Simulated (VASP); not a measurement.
BaNaBr3:

```
CELL_PARAMETERS angstrom
6.38578 0.00000 0.00000
0.00000 6.38578 0.00000
0.00000 0.00000 6.23834
ATOMIC_POSITIONS crystal
Na 0.00000 0.00000 0.00000
Ba 0.50000 0.50000 0.50000
Br 0.50000 0.50000 0.00000
Br 0.50000 0.00000 0.50000
Br 0.00000 0.50000 0.50000
```

This cell differs from its parent crystal: epitaxial xy strain +2.0%.

Base run:

* Program: VASP 6.6.1
* Functional: r2SCAN
* Potentials or basis: VASP PAW PBE potentials, release 64 (Na_pv, Ba_sv, Br)
* Cutoff: 520 eV
* k mesh: 4 × 4 × 4
* Occupations: gaussian, width 0.01 eV
* Spin: no spin polarisation

Its results: band gap on the k mesh 3.62 eV, indirect (least direct gap 3.76 eV); pressure -0.3 GPa.

The run is repeated on the same cell with these changes: functional from r2SCAN to HSE06; k mesh from 4 × 4 × 4 to 2 × 2 × 2. What comes out?

Band gap on the k mesh 3.94 eV, indirect (least direct gap 4.10 eV); pressure -0.1 GPa.

Several settings changed at once, so the effect can't be laid on one alone.

Caveats: some runs use coarse meshes; the PAW data sets were made with another functional, which shifts forces and pressure a little; spin-orbit coupling is left out, which moves the levels of the heavy elements.

A k mesh can miss the band edges.
